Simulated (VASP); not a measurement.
# GaN (P-6m2) in VASP: a series of runs

Aim: see how the results for GaN move with the level of theory and the settings. Levels: r2SCANh, HSE06, PBEsol, LDA. Tasks: single point.

Everything below comes from runs of VASP 6.6.1. Logs are shortened: lines on timing, memory, paths and dates and some standing lists are left out, and cuts for length are marked.

## Step 1: The cell of the first run

Symmetry: P-6m2, No. 187, hexagonal system. The conventional cell has a = 2.981 Å, b = 2.981 Å, c = 2.683 Å, α = 90.00°, β = 90.00°, γ = 120.00°. Within 3.0 Å of Ga (site symmetry -6m2) lie 6 N at 2.18 Å and 8 Ga at 2.68 to 2.98 Å. Within 3.0 Å of N (site symmetry -6m2) lie 6 Ga at 2.18 Å and 8 N at 2.68 to 2.98 Å.

## Step 2: Single point, r2SCANh

POSCAR reads:

```
GaN
1.0
    2.9806400000      0.0000000000      0.0000000000
   -1.4903200000      2.5813100000      0.0000000000
    0.0000000000      0.0000000000      2.6833700000
Ga N
1 1
Direct
    0.6666700000      0.3333300000      0.5000000000
    0.0000000000      0.0000000000      0.0000000000
```

INCAR.step1 reads:

```
ALGO     = Normal         # electronic algorithm
EDIFF    = 1E-5           # SCF threshold, eV
ENCUT    = 520            # plane-wave cutoff, eV
GGA      = PE             # functional
ISIF     = 2              # what is computed and relaxed
ISMEAR   = -1             # smearing method
LASPH    = True           # aspherical terms in the spheres
LCHARG   = False          # write CHGCAR
LREAL    = False          # projectors in reciprocal space
LWAVE    = True           # write WAVECAR
NBANDS   = 16             # bands
NELM     = 80             # most SCF steps
PREC     = Accurate       # precision mode
SIGMA    = 0.05           # smearing width, eV
```

INCAR.step2 reads:

```
AEXX     = 0.1            # exact-exchange fraction
ALGO     = Normal         # electronic algorithm
EDIFF    = 1E-6           # SCF threshold, eV
ENCUT    = 520            # plane-wave cutoff, eV
ISIF     = 2              # what is computed and relaxed
ISMEAR   = -1             # smearing method
ISTART   = 1            
LASPH    = True           # aspherical terms in the spheres
LCHARG   = False          # write CHGCAR
LHFCALC  = True           # exact exchange
LMIXTAU  = True         
LREAL    = False          # projectors in reciprocal space
LWAVE    = False          # write WAVECAR
METAGGA  = R2SCAN         # meta-GGA
NBANDS   = 16             # bands
NELM     = 80             # most SCF steps
PREC     = Accurate       # precision mode
PRECFOCK = Normal       
SIGMA    = 0.05           # smearing width, eV
```

KPOINTS reads:

```
k-points
0
Gamma
  5 5 5
```

Potentials or basis: VASP PAW PBE potentials, release 64 (Ga_d, N).

The run is started by

```console
> cat potpaw_PBE.64/Ga_d/POTCAR potpaw_PBE.64/N/POTCAR > POTCAR
> cp INCAR.step1 INCAR
> mpirun -np 1 vasp_std > vasp.out
> cp INCAR.step2 INCAR
> mpirun -np 1 vasp_std > vasp.out
```

OUTCAR:

```text
AEXX = 0.1
   EDIFF = 1E-6
   ENCUT = 520
   ISIF = 2
   ISMEAR = -1
   ISTART = 1
   LASPH = True
   LHFCALC = True
   LREAL = False
   METAGGA = R2SCAN
   NELM = 80
   PREC = Accurate
   PRECFOCK = Normal

 ion  position               nearest neighbor table
   1  0.667  0.333  0.500-   2 2.18   2 2.18   2 2.18   2 2.18   2 2.18   2 2.18
   2  0.000  0.000  0.000-   1 2.18   1 2.18   1 2.18   1 2.18   1 2.18   1 2.18

  LATTYP: Found a hexagonal cell.
 ALAT       =     2.9806400000
 C/A-ratio  =     0.9002663857

  Lattice vectors:

 A1 = (   2.9806400000,   0.0000000000,   0.0000000000)
 A2 = (  -1.4903200000,   2.5813100000,   0.0000000000)
 A3 = (   0.0000000000,   0.0000000000,   2.6833700000)

Analysis of symmetry for initial positions (statically):
=====================================================================
 Subroutine PRICEL returns:
 Original cell was already a primitive cell.

 Routine SETGRP: Setting up the symmetry group for a
 hexagonal supercell.

 Subroutine GETGRP returns: Found  4 space group operations
 (whereof  4 operations were pure point group operations)
 out of a pool of 24 trial point group operations.

The static configuration has the point symmetry C_2v.

Analysis of symmetry for dynamics (positions and initial velocities):
=====================================================================
 Subroutine PRICEL returns:
 Original cell was already a primitive cell.

 Routine SETGRP: Setting up the symmetry group for a
 hexagonal supercell.

 Subroutine GETGRP returns: Found  4 space group operations
 (whereof  4 operations were pure point group operations)
 out of a pool of 24 trial point group operations.

The dynamic configuration has the point symmetry C_2v.

 Subroutine INISYM returns: Found  4 space group operations
 (whereof  4 operations are pure point group operations),
 and found     1 'primitive' translations

----------------------------------------------------------------------------------------

                                     Primitive cell

  volume of cell :      20.6457

  direct lattice vectors                    reciprocal lattice vectors
     2.980640000  0.000000000  0.000000000     0.335498416  0.193700098  0.000000000
    -1.490320000  2.581310000  0.000000000     0.000000000  0.387400196  0.000000000
     0.000000000  0.000000000  2.683370000     0.000000000  0.000000000  0.372665715

  length of vectors
     2.980640000  2.980640035  2.683370000     0.387400201  0.387400196  0.372665715

  position of ions in fractional coordinates (direct lattice)
     0.666670000  0.333330000  0.500000000
     0.000000000  0.000000000  0.000000000

  ion indices of the primitive-cell ions
   primitive index   ion index
                 1           1
                 2           2

----------------------------------------------------------------------------------------

 KPOINTS: k-points

Automatic generation of k-mesh.
 Grid dimensions read from file:
 generate k-points for:    5    5    5

 Generating k-lattice:

  Cartesian coordinates                     Fractional coordinates (reciprocal lattice)
     0.067099683  0.038740020  0.000000000     0.200000000  0.000000000  0.000000000
     0.000000000  0.077480039  0.000000000     0.000000000  0.200000000  0.000000000
     0.000000000  0.000000000  0.074533143     0.000000000  0.000000000  0.200000000

  Length of vectors
     0.077480040  0.077480039  0.074533143

  Shift w.r.t. Gamma in fractional coordinates (k-lattice)
     0.000000000  0.000000000  0.000000000

 Subroutine IBZKPT returns following result:
 ===========================================

 Found     27 irreducible k-points:

 Following reciprocal coordinates:
            Coordinates               Weight
  0.000000  0.000000  0.000000      1.000000
  0.200000 -0.000000  0.000000      4.000000
 -0.200000  0.200000  0.000000      2.000000
  0.400000 -0.000000  0.000000      4.000000
 -0.400000  0.400000  0.000000      2.000000
  0.200000  0.200000  0.000000      2.000000
[... 16 lines left out ...]
 -0.400000  0.400000  0.400000      4.000000
  0.200000  0.200000  0.400000      4.000000
 [... further k-points ...]
   k-points           NKPTS =     27   k-points in BZ     NKDIM =    125   number of bands    NBANDS=     16
   number of dos      NEDOS =    301   number of ions     NIONS =      2
   total plane-waves  NPLWV =  11520
   dimension x,y,z NGX =    24 NGY =   24 NGZ =   20
   dimension x,y,z NGXF=    48 NGYF=   48 NGZF=   40
   ions per type =               1   1
   NGX,Y,Z   is equivalent  to a cutoff of  13.39, 13.39, 12.39 a.u.
   NGXF,Y,Z  is equivalent  to a cutoff of  26.77, 26.77, 24.78 a.u.
 SYSTEM =  unknown system
   PREC   = accura    normal or accurate (medium, high low for compatibility)
   ISTART =      1    job   : 0-new  1-cont  2-samecut
   ICHARG =      0    charge: 1-file 2-atom 10-const
   ISPIN  =      1    spin polarized calculation?
   LNONCOLLINEAR =      F non collinear calculations
   LSORBIT =      F    spin-orbit coupling
   LASPH  =      T    aspherical Exc in radial PAW
   ENCUT  =  520.0 eV  38.22 Ry    6.18 a.u.   5.54  5.54  4.99*2*pi/ulx,y,z
   NELM   =     80;   NELMIN=  2; NELMDL=  0     # of ELM steps
   EDIFF  = 0.1E-05   stopping-criterion for ELM
   LREAL  =      F    real-space projection
   EDIFFG = 0.1E-04   stopping-criterion for IOM
   NSW    =      0    number of steps for IOM
   IBRION =     -1    ionic relax: 0-MD 1-quasi-New 2-CG
   NFREE  =      0    steps in history (QN), initial steepest desc. (CG)
   ISIF   =      2    stress and relaxation
   ISYM   =      3    0-nonsym 1-usesym 2-fastsym
   POTIM  = 0.5000    time-step for ionic-motion
   TEBEG  =    0.0;   TEEND  =   0.0 temperature during run
   PSTRESS=    0.0 pullay stress
   NELECT =      18.0000    total number of electrons
   NUPDOWN=      -1.0000    fix difference up-down
   EMIN   =  10.00;   EMAX   =-10.00  energy-range for DOS
   EFERMI =   0.00;   METHOD = LEGACY
   ISMEAR =    -1;   SIGMA  =   0.05  broadening in eV -4-tet -1-fermi 0-gaus
   EFERMI_NEDOS =   21; number of points for ismear=-14 and -15
   IALGO  =     38    algorithm
   IMIX   =      1    mixing-type and parameters
     AMIX     =   0.40;   BMIX     =  1.00
     AMIX_MAG =   1.60;   BMIX_MAG =  1.00
  volume/ion in A,a.u.               =      10.32        69.66
  Fermi-wavevector in a.u.,A,eV,Ry     =   1.563948  2.955433 33.278934  2.445933
  Thomas-Fermi vector in A             =   2.666644
   LORBIT       =      0    0 simple, 1 ext, 2 COOP (PROOUT), +10 PAW based schemes
   METAGGA = R2SCAN    functional components
   LHFCALC =     T    Hartree Fock is set to
   PRECFOCK=normal    Normal, Fast or Accurate (Low or Medium for compatibility)
   ENCUT4O =  -1.0   cutoff for four orbital integrals eV
   NKREDX  =     1    reduce k-point grid by
   NKREDY  =     1    reduce k-point grid by
   NKREDZ  =     1    reduce k-point grid by
   AEXX    =    0.1000 exact exchange contribution
   HFSCREEN=    0.0000 screening length (either q_TF or 0.3 A-1)
   HFSCREENC=   0.0000 screening length for correlation (either q_TF or 0.3 A-1)
   ENCUTFOCK=  -1.0 apply spherical cutoff to Coloumb kernel
   IVDW    =     0    specifies the selected vdW correction
   LEPSILON=     F    determine dielectric tensor
   LRPA    =     F    only Hartree local field effects (RPA)
 non-spin polarized calculation
  energy-cutoff  :      520.00
  volume of cell :       20.65
 maximum number of plane-waves:       573
 NGX is ok and might be reduce to    24
  NGX = 18; NGY = 18; NGZ = 16

 number of electron      18.0000013 magnetization

 Free energy of the ion-electron system (eV)
  ---------------------------------------------------
  ext. energy  EPLUGINS =         0.00000000
  ---------------------------------------------------
  free energy    TOTEN  =       -20.23277941 eV

  energy without entropy =      -20.23222584  energy(sigma->0) =      -20.23250262

 E-fermi :   7.6047     XC(G=0): -12.3439

 val. band max:        7.3880245382   @ k =   0.4000   0.4000   0.0000
 cond. band min:       7.7282715459   @ k =   0.0000   0.0000   0.0000
 fundamental gap:      0.3402470077
 Fermi energy:         7.6047402459

 k-point     1 :       0.0000    0.0000    0.0000
  band No.  band energies     occupation
      1     -11.5309      2.00000
      2      -9.6247      2.00000
      3      -9.5056      2.00000
      4      -9.5055      2.00000
      5      -9.1977      2.00000
      6      -9.1977      2.00000
[... 8 lines left out ...]
     15      24.6353      0.00000
     16      30.3994      0.00000

 k-point     2 :       0.2000   -0.0000    0.0000
  band No.  band energies     occupation
      1     -10.9907      2.00000
      2      -9.6167      2.00000
      3      -9.4199      2.00000
      4      -9.3725      2.00000
      5      -9.2505      2.00000
      6      -9.2063      2.00000
[... 8 lines left out ...]
     15      26.2633      0.00000
     16      30.2306      0.00000

 k-point     3 :      -0.2000    0.2000    0.0000
  band No.  band energies     occupation
      1     -10.9907      2.00000
      2      -9.6167      2.00000
      3      -9.4199      2.00000
      4      -9.3725      2.00000
      5      -9.2505      2.00000
      6      -9.2063      2.00000
[... 8 lines left out ...]
     15      26.2633      0.00000
     16      30.2306      0.00000

 k-point     4 :       0.4000   -0.0000    0.0000
  band No.  band energies     occupation
      1     -10.3328      2.00000
      2      -9.5942      2.00000
      3      -9.3329      2.00000
      4      -9.2757      2.00000
      5      -9.2201      2.00000
      6      -8.4539      2.00000
[... 8 lines left out ...]
     15      28.0215      0.00000
     16      31.3655      0.00000
[... 324 lines left out ...]
 k-point    22 :       0.4000   -0.0000    0.4000
  band No.  band energies     occupation
      1     -10.2768      2.00000
      2      -9.5720      2.00000
      3      -9.4684      2.00000
      4      -9.2463      2.00000
      5      -9.1117      2.00000
      6      -6.5742      2.00000
[... 8 lines left out ...]
     15      28.2826      0.00000
     16      30.9599      0.00000

 k-point    23 :      -0.4000    0.4000    0.4000
  band No.  band energies     occupation
      1     -10.2768      2.00000
      2      -9.5721      2.00000
      3      -9.4684      2.00000
      4      -9.2463      2.00000
      5      -9.1117      2.00000
      6      -6.5742      2.00000
[... 8 lines left out ...]
     15      28.2827      0.00000
     16      30.9598      0.00000

 k-point    24 :       0.2000    0.2000    0.4000
  band No.  band energies     occupation
      1     -10.2139      2.00000
      2      -9.5180      2.00000
      3      -9.4751      2.00000
      4      -9.3350      2.00000
      5      -9.1318      2.00000
      6      -6.9131      2.00000
[... 8 lines left out ...]
     15      28.8078      0.00000
     16      29.3400      0.00000

 [... further k-points ...]

------------------------ aborting loop because EDIFF is reached ----------------------------------------

  FORCE on cell =-STRESS in cart. coord.  units (eV):
  Direction    XX          YY          ZZ          XY          YZ          ZX
  --------------------------------------------------------------------------------------
  -------------------------------------------------------------------------------------
  Total       -1.3796535     -1.3791184     -1.3024814      0.0004635      0.0000000      0.0000000
  in kB     -107.0657029   -107.0241757   -101.0768853      0.0359665      0.0000000      0.0000000
  external PRESSURE =    -105.0555880 kB  Pullay stress =       0.0000000 kB

 VOLUME and BASIS-vectors are now :
 -----------------------------------------------------------------------------
  energy-cutoff  :      520.00
  volume of cell :       20.65
      direct lattice vectors                 reciprocal lattice vectors
     2.980640000  0.000000000  0.000000000     0.335498416  0.193700098  0.000000000
    -1.490320000  2.581310000  0.000000000     0.000000000  0.387400196  0.000000000
     0.000000000  0.000000000  2.683370000     0.000000000  0.000000000  0.372665715

 POSITION                                       TOTAL-FORCE (eV/Angst)
 -----------------------------------------------------------------------------------
      1.49033      0.86043      1.34169         0.000053     -0.000031      0.000000
      0.00000      0.00000      0.00000        -0.000053      0.000031      0.000000
 -----------------------------------------------------------------------------------
    total drift:                               -0.000012      0.000006      0.000000

  FREE ENERGIE OF THE ION-ELECTRON SYSTEM (eV)
  ---------------------------------------------------
  free  energy   TOTEN  =       -20.2327794084 eV

  energy  without entropy=      -20.2322258359  energy(sigma->0) =      -20.23250262
```

Wall time 25 min (1 thread of Intel Xeon Platinum 8488C (Sapphire Rapids), shared host); peak memory 0.14 GiB.

What came out:

* Free energy: -20.2328 eV
* Pressure: -10.5 GPa
* Band gap on the k mesh: 0.34 eV (least direct gap 1.68 eV)

Levels at points of the mesh, in eV from the valence-band top:
| k point | band 7 | band 8 | band 9 | band 10 | band 11 | band 12 |
| --- | --- | --- | --- | --- | --- | --- |
| (0.00, 0.00, 0.00) | -1.60 | -1.34 | -1.34 | 0.34 | 10.59 | 10.59 |

Caveat: the k points lie up to 0.49 Å⁻¹ apart; the PAW data sets were made with another functional, which shifts forces and pressure a little. A k mesh can miss the band edges.

## Step 3: Single point, HSE06

This run uses another cell than the first one, of 9.78 Å³/atom.

POSCAR reads:

```
GaN
1.0
    2.9222195102      0.0000000000      0.0000000000
   -1.4611097551      2.5307163312      0.0000000000
    0.0000000000      0.0000000000      2.6450606997
Ga N
1 1
Direct
    0.6666666667      0.3333333333      0.5000000000
    0.0000000000      0.0000000000      0.0000000000
```

INCAR.step1 reads:

```
PREC = Accurate ; ENCUT = 520
EDIFF = 1E-5 ; ISMEAR = -1
SIGMA = 0.05 ; LREAL = False
LASPH = True ; NELM = 80
ALGO = Normal ; ISIF = 2
LWAVE = True ; LCHARG = False
NBANDS = 16 ; GGA = PE
```

INCAR.step2 reads:

```
PREC = Accurate ; ENCUT = 520
EDIFF = 1E-7 ; ISMEAR = -1
SIGMA = 0.05 ; LREAL = False
LASPH = True ; NELM = 80
ALGO = Normal ; ISIF = 2
LWAVE = False ; LCHARG = False
GGA = PE ; LHFCALC = True
HFSCREEN = 0.2079 ; PRECFOCK = Normal
NBANDS = 16 ; ISTART = 1
```

KPOINTS reads:

```
Automatic mesh
0
Gamma
  5 5 5
```

Potentials or basis: VASP PAW PBE potentials, release 64 (Ga_d, N).

The run is started by

```console
> cat potpaw_PBE.64/Ga_d/POTCAR potpaw_PBE.64/N/POTCAR > POTCAR
> cp INCAR.step1 INCAR
> mpirun -np 1 vasp_std > vasp.out
> cp INCAR.step2 INCAR
> mpirun -np 1 vasp_std > vasp.out
```

Run time: 29 min. Hardware: 1 thread of Intel Xeon 8259CL, shared host; peak memory 0.25 GiB.

The run converged. Its results:

```
Free energy            : -12.6367 eV
Pressure               : 0.9 GPa
Band gap on the k mesh : 0.90 eV (least direct gap 2.24 eV)
```

Stress tensor (GPa, compression positive):
```
0.87 0.00 0.00
0.00 0.87 0.00
0.00 0.00 1.05
```

Levels at points of the mesh, in eV from the valence-band top:
| k point | band 7 | band 8 | band 9 | band 10 | band 11 | band 12 |
| --- | --- | --- | --- | --- | --- | --- |
| (0.00, 0.00, 0.00) | -1.77 | -1.34 | -1.34 | 0.90 | 11.04 | 11.04 |

Caveat: the k points lie up to 0.50 Å⁻¹ apart; the PAW data sets were made with another functional, which shifts forces and pressure a little. A k mesh can miss the band edges.

## Step 4: Single point, PBEsol

This run uses another cell than the first one, of 9.94 Å³/atom.

INCAR reads:

```
SYSTEM = GaN
PREC = Accurate
ENCUT = 520
EDIFF = 1E-6
ISMEAR = -1
SIGMA = 0.05
LREAL = .False.
LASPH = .True.
NELM = 80
ALGO = Normal
ISIF = 2
LWAVE = .False.
LCHARG = .False.
GGA = PS
NBANDS = 16
```

KPOINTS reads:

```
Automatic mesh
0
Gamma
  10 10 10
  0 0 0
```

POSCAR reads:

```
GaN
1.0
    2.9411214325      0.0000000000      0.0000000000
   -1.4705607162      2.5470858761      0.0000000000
    0.0000000000      0.0000000000      2.6525473324
Ga N
1 1
Direct
    0.6666666667      0.3333333333      0.5000000000
    0.0000000000      0.0000000000      0.0000000000
```

The run is started by

```console
> cat potpaw_PBE.64/Ga_d/POTCAR potpaw_PBE.64/N/POTCAR > POTCAR
> mpirun -np 1 vasp_std > vasp.out
```

It took 57 s on 1 thread of Intel Xeon 8259CL, shared host; peak memory 0.15 GiB.

It converged, with:

```yaml
Free_energy: -11.2858 eV
Pressure: 0.4 GPa
Band_gap_on_the_k_mesh: zero (bands 9 and 10 overlap by 1.10 eV)
```

Levels at points of the mesh, in eV from the Fermi level:
| k point | band 5 | band 6 | band 7 | band 8 | band 9 | band 10 | band 11 | band 12 | band 13 | band 14 |
| --- | --- | --- | --- | --- | --- | --- | --- | --- | --- | --- |
| (0.00, 0.00, 0.00) | -14.53 | -14.53 | -1.34 | -0.99 | -0.99 | 0.05 | 9.75 | 9.75 | 10.79 | 14.84 |
| (0.50, 0.00, 0.00) | -14.56 | -13.77 | -8.92 | -2.94 | 0.11 | 2.56 | 7.41 | 11.45 | 12.97 | 13.07 |
| (0.00, 0.00, 0.50) | -14.79 | -14.77 | -9.59 | -0.04 | -0.04 | 5.57 | 6.07 | 12.79 | 12.79 | 17.14 |
| (0.50, 0.00, 0.50) | -14.39 | -11.65 | -6.36 | -5.63 | -1.25 | -0.69 | 7.33 | 8.06 | 8.09 | 14.16 |

Caveat: the PAW data sets were made with another functional, which shifts forces and pressure a little.

[end of part 1 of 2]

The gap in the log of VASP goes by the Fermi energy; the results here count the filled bands.